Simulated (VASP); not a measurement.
# PbS (Fm-3m) in VASP: a series of runs

The runs below take PbS through single point, with LDA.

All numbers are computed with VASP 6.6.1; they aren't measurements. Logs are shortened: lines on timing, memory, paths and dates and some standing lists are left out, and cuts for length are marked.

## Step 1: The cell of the first run

The structure is cubic, space group Fm-3m (No. 225). The conventional cell has a = 5.605 Å, b = 5.605 Å, c = 5.605 Å, α = 90.00°, β = 90.00°, γ = 90.00°. Within 3.7 Å of Pb (site symmetry m-3m) lie 6 S at 2.80 Å. Within 3.7 Å of S (site symmetry m-3m) lie 6 Pb at 2.80 Å.

## Step 2: Single point, LDA

Contents of INCAR:

```
SYSTEM = PbS
ALGO     = Normal         ! electronic algorithm
EDIFF    = 1E-6           ! SCF threshold, eV
ENCUT    = 500            ! plane-wave cutoff, eV
GGA_COMPAT= .FALSE.      
ISIF     = 2              ! what is computed and relaxed
ISMEAR   = 0              ! smearing method
LASPH    = .TRUE.         ! aspherical terms in the spheres
LCHARG   = .FALSE.        ! write CHGCAR
LREAL    = .FALSE.        ! projectors in reciprocal space
LWAVE    = .FALSE.        ! write WAVECAR
NBANDS   = 17             ! bands
NELM     = 120            ! most SCF steps
PREC     = Accurate       ! precision mode
SIGMA    = 0.01           ! smearing width, eV
```

Contents of KPOINTS:

```
k-points
0
G
  6 6 6
  0 0 0
```

Contents of POSCAR:

```
PbS
1.0
    0.0000000000      2.8023027137      2.8023027137
    2.8023027137      0.0000000000      2.8023027137
    2.8023027137      2.8023027137      0.0000000000
Pb S
1 1
Direct
    0.0000000000      0.0000000000      0.0000000000
    0.5000000000      0.5000000000      0.5000000000
```

Potentials or basis: VASP PAW LDA potentials, release 64 (Pb_d, S).

Run with:

```console
$ cat potpaw_LDA.64/Pb_d/POTCAR potpaw_LDA.64/S/POTCAR > POTCAR
$ mpirun -np 1 vasp_std > vasp.out
```

OUTCAR:

```text
SYSTEM = PbS
   EDIFF = 1E-6
   ENCUT = 500
   ISIF = 2
   ISMEAR = 0
   LASPH = .TRUE.
   LREAL = .FALSE.
   NELM = 120
   PREC = Accurate

 ion  position               nearest neighbor table
   1  0.000  0.000  0.000-   2 2.80   2 2.80   2 2.80   2 2.80   2 2.80   2 2.80
   2  0.500  0.500  0.500-   1 2.80   1 2.80   1 2.80   1 2.80   1 2.80   1 2.80

  LATTYP: Found a face centered cubic cell.
 ALAT       =     5.6046054274

  Lattice vectors:

 A1 = (   0.0000000000,   2.8023027137,   2.8023027137)
 A2 = (   2.8023027137,   0.0000000000,   2.8023027137)
 A3 = (   2.8023027137,   2.8023027137,   0.0000000000)

Analysis of symmetry for initial positions (statically):
=====================================================================
 Subroutine PRICEL returns:
 Original cell was already a primitive cell.

 Routine SETGRP: Setting up the symmetry group for a
 face centered cubic supercell.

 Subroutine GETGRP returns: Found 48 space group operations
 (whereof 48 operations were pure point group operations)
 out of a pool of 48 trial point group operations.

The static configuration has the point symmetry O_h .

Analysis of symmetry for dynamics (positions and initial velocities):
=====================================================================
 Subroutine PRICEL returns:
 Original cell was already a primitive cell.

 Routine SETGRP: Setting up the symmetry group for a
 face centered cubic supercell.

 Subroutine GETGRP returns: Found 48 space group operations
 (whereof 48 operations were pure point group operations)
 out of a pool of 48 trial point group operations.

The dynamic configuration has the point symmetry O_h .

 Subroutine INISYM returns: Found 48 space group operations
 (whereof 48 operations are pure point group operations),
 and found     1 'primitive' translations

----------------------------------------------------------------------------------------

                                     Primitive cell

  volume of cell :      44.0124

  direct lattice vectors                    reciprocal lattice vectors
     0.000000000  2.802302714  2.802302714    -0.178424693  0.178424693  0.178424693
     2.802302714  0.000000000  2.802302714     0.178424693 -0.178424693  0.178424693
     2.802302714  2.802302714  0.000000000     0.178424693  0.178424693 -0.178424693

  length of vectors
     3.963054504  3.963054504  3.963054504     0.309040633  0.309040633  0.309040633
[... 70 lines left out ...]
   ENCUT  =  500.0 eV  36.75 Ry    6.06 a.u.   7.23  7.23  7.23*2*pi/ulx,y,z
   NELM   =    120;   NELMIN=  2; NELMDL= -5     # of ELM steps
   EDIFF  = 0.1E-05   stopping-criterion for ELM
   LREAL  =      F    real-space projection
   EDIFFG = 0.1E-04   stopping-criterion for IOM
   NSW    =      0    number of steps for IOM
   IBRION =     -1    ionic relax: 0-MD 1-quasi-New 2-CG
   NFREE  =      0    steps in history (QN), initial steepest desc. (CG)
   ISIF   =      2    stress and relaxation
   ISYM   =      2    0-nonsym 1-usesym 2-fastsym
   POTIM  = 0.5000    time-step for ionic-motion
   TEBEG  =    0.0;   TEEND  =   0.0 temperature during run
   PSTRESS=    0.0 pullay stress
   NELECT =      20.0000    total number of electrons
   NUPDOWN=      -1.0000    fix difference up-down
   EMIN   =  10.00;   EMAX   =-10.00  energy-range for DOS
   EFERMI =   0.00;   METHOD = LEGACY
   ISMEAR =     0;   SIGMA  =   0.01  broadening in eV -4-tet -1-fermi 0-gaus
   EFERMI_NEDOS =   21; number of points for ismear=-14 and -15
   IALGO  =     38    algorithm
   IMIX   =      4    mixing-type and parameters
     AMIX     =   0.40;   BMIX     =  1.00
     AMIX_MAG =   1.60;   BMIX_MAG =  1.00
  volume/ion in A,a.u.               =      22.01       148.51
  Fermi-wavevector in a.u.,A,eV,Ry     =   1.258616  2.378439 21.553170  1.584113
  Thomas-Fermi vector in A             =   2.392216
   LORBIT       =      0    0 simple, 1 ext, 2 COOP (PROOUT), +10 PAW based schemes
   GGA     = CA    functional components
   LHFCALC =     F    Hartree Fock is set to
   AEXX    =    0.0000 exact exchange contribution
   IVDW    =     0    specifies the selected vdW correction
   LEPSILON=     F    determine dielectric tensor
   LRPA    =     F    only Hartree local field effects (RPA)
 non-spin polarized calculation
 Gauss-broadening in eV      SIGMA  =   0.01
  energy-cutoff  :      500.00
  volume of cell :       44.01
 maximum number of plane-waves:      1139
 NGX is ok and might be reduce to    30
   NGX = 15   NGY = 15   NGZ = 15

 number of electron      20.0000001 magnetization

 Free energy of the ion-electron system (eV)
  ---------------------------------------------------
  ext. energy  EPLUGINS =         0.00000000
  ---------------------------------------------------
  free energy    TOTEN  =        -9.83915731 eV

  energy without entropy =       -9.83915731  energy(sigma->0) =       -9.83915731

 E-fermi :   7.8374     XC(G=0): -10.8344

 val. band max:        7.7703495141   @ k =   0.5000   0.0000   0.0000
 cond. band min:       8.3267165654   @ k =   0.5000   0.0000   0.0000
 fundamental gap:      0.5563670513
 Fermi energy:         7.8373675884

 k-point     1 :       0.0000    0.0000    0.0000
  band No.  band energies     occupation
      1      -9.1393      2.00000
      2      -9.1393      2.00000
      3      -9.1393      2.00000
      4      -9.1387      2.00000
      5      -9.1387      2.00000
      6      -7.2478      2.00000
[... 297 lines left out ...]
      4      -9.0668      2.00000
      5      -9.0204      2.00000
      6      -4.6177      2.00000
[... 9 lines left out ...]
     16      20.1337      0.00000
     17      20.3228      0.00000

------------------------ aborting loop because EDIFF is reached ----------------------------------------

  FORCE on cell =-STRESS in cart. coord.  units (eV):
  Direction    XX          YY          ZZ          XY          YZ          ZX
  --------------------------------------------------------------------------------------
  -------------------------------------------------------------------------------------
  Total        2.7685769      2.7685769      2.7685769      0.0000000      0.0000000      0.0000000
  in kB      100.7841034    100.7841034    100.7841034      0.0000000      0.0000000      0.0000000
  external PRESSURE =     100.7841034 kB  Pullay stress =       0.0000000 kB

 VOLUME and BASIS-vectors are now :
 -----------------------------------------------------------------------------
  energy-cutoff  :      500.00
  volume of cell :       44.01
      direct lattice vectors                 reciprocal lattice vectors
     0.000000000  2.802302714  2.802302714    -0.178424693  0.178424693  0.178424693
     2.802302714  0.000000000  2.802302714     0.178424693 -0.178424693  0.178424693
     2.802302714  2.802302714  0.000000000     0.178424693  0.178424693 -0.178424693

 POSITION                                       TOTAL-FORCE (eV/Angst)
 -----------------------------------------------------------------------------------
      0.00000      0.00000      0.00000         0.000000      0.000000      0.000000
      2.80230      2.80230      2.80230         0.000000     -0.000000     -0.000000
 -----------------------------------------------------------------------------------
    total drift:                               -0.000000      0.000000      0.000000

  FREE ENERGIE OF THE ION-ELECTRON SYSTEM (eV)
  ---------------------------------------------------
  free  energy   TOTEN  =        -9.8391573110 eV

  energy  without entropy=       -9.8391573110  energy(sigma->0) =       -9.83915731
```

OSZICAR:

```text
N       E                     dE             d eps       ncg     rms          rms(c)
DAV:   1     0.153903544714E+03    0.15390E+03   -0.97831E+03   552   0.127E+03
DAV:   2     0.763586535185E+00   -0.15314E+03   -0.14769E+03   587   0.315E+02
DAV:   3    -0.992698937706E+01   -0.10691E+02   -0.10620E+02   707   0.906E+01
DAV:   4    -0.101743328986E+02   -0.24734E+00   -0.24712E+00   661   0.140E+01
DAV:   5    -0.101833586124E+02   -0.90257E-02   -0.90253E-02   805   0.278E+00    0.670E+00
DAV:   6    -0.985279491484E+01    0.33056E+00   -0.84704E-01   854   0.777E+00    0.459E+00
DAV:   7    -0.984201415524E+01    0.10781E-01   -0.10467E-01   700   0.179E+00    0.203E+00
DAV:   8    -0.983932219480E+01    0.26920E-02   -0.86735E-03   701   0.104E+00    0.236E-01
DAV:   9    -0.983914457898E+01    0.17762E-03   -0.81096E-04   810   0.270E-01    0.984E-02
DAV:  10    -0.983916151511E+01   -0.16936E-04   -0.10989E-04   660   0.106E-01    0.295E-02
DAV:  11    -0.983915721670E+01    0.42984E-05   -0.25752E-05   793   0.590E-02    0.208E-02
DAV:  12    -0.983915731100E+01   -0.94293E-07   -0.14920E-06   498   0.942E-03
   1 F= -.98391573E+01 E0= -.98391573E+01  d E =-.325861E-23
```

Run time: 21 s. Hardware: 1 thread of Intel Xeon 8259CL, shared host; peak memory 0.15 GiB.

Results:

| Item | Value |
| --- | --- |
| Free energy | -9.8392 eV |
| Pressure | 10.1 GPa |
| Band gap on the k mesh | 0.56 eV |

Caveat: the cell stands under pressure; spin-orbit coupling is left out, which moves the levels of the heavy elements.

## Step 3: Single point, LDA

This run uses another cell than the first one, of 23.19 Å³/atom.

Contents of INCAR:

```
SYSTEM = PbS
PREC     = Accurate       ! precision mode
ENCUT    = 500            ! plane-wave cutoff, eV
EDIFF    = 1E-6           ! SCF threshold, eV
ISMEAR   = 0              ! smearing method
SIGMA    = 0.01           ! smearing width, eV
LREAL    = .False.        ! projectors in reciprocal space
LASPH    = .True.         ! aspherical terms in the spheres
NELM     = 120            ! most SCF steps
ALGO     = Normal         ! electronic algorithm
ISIF     = 2              ! what is computed and relaxed
LWAVE    = .False.        ! write WAVECAR
LCHARG   = .False.        ! write CHGCAR
NBANDS   = 17             ! bands
GGA_COMPAT= .False.
```

Contents of KPOINTS:

```
regular mesh
0
Gamma
  6 6 6
  0 0 0
```

Contents of POSCAR:

```
PbS
1.0
    0.0000000000      2.8517647163      2.8517647163
    2.8517647163      0.0000000000      2.8517647163
    2.8517647163      2.8517647163      0.0000000000
Pb S
1 1
Direct
    0.0000000000      0.0000000000      0.0000000000
    0.5000000000      0.5000000000      0.5000000000
```

Potentials or basis: VASP PAW LDA potentials, release 64 (Pb_d, S).

Run with:

```console
$ cat potpaw_LDA.64/Pb_d/POTCAR potpaw_LDA.64/S/POTCAR > POTCAR
$ mpirun -np 1 vasp_std > vasp.out
```

Run time: 17 s. Hardware: 1 thread of Intel Xeon 8259CL, shared host; peak memory 0.15 GiB.

Results (log left out):

```yaml
Free_energy: -9.9509 eV
Pressure: 5.0 GPa
Band_gap_on_the_k_mesh: 0.28 eV
```

Levels at points of the mesh, in eV from the valence-band top:
| k point | band 6 | band 7 | band 8 | band 9 | band 10 | band 11 | band 12 | band 13 | band 14 | band 15 |
| --- | --- | --- | --- | --- | --- | --- | --- | --- | --- | --- |
| (0.00, 0.00, 0.00) | -14.62 | -5.74 | -2.68 | -2.68 | -2.68 | 5.54 | 5.54 | 5.54 | 6.45 | 6.45 |
| (0.50, 0.00, 0.00) | -13.01 | -9.59 | -2.16 | -2.16 | 0.00 | 0.28 | 1.66 | 1.66 | 8.73 | 9.97 |
| (0.50, 0.50, 0.00) | -12.32 | -7.37 | -6.22 | -4.17 | -4.17 | 3.31 | 5.97 | 6.13 | 6.13 | 11.40 |

Caveat: the cell stands under pressure; spin-orbit coupling is left out, which moves the levels of the heavy elements.
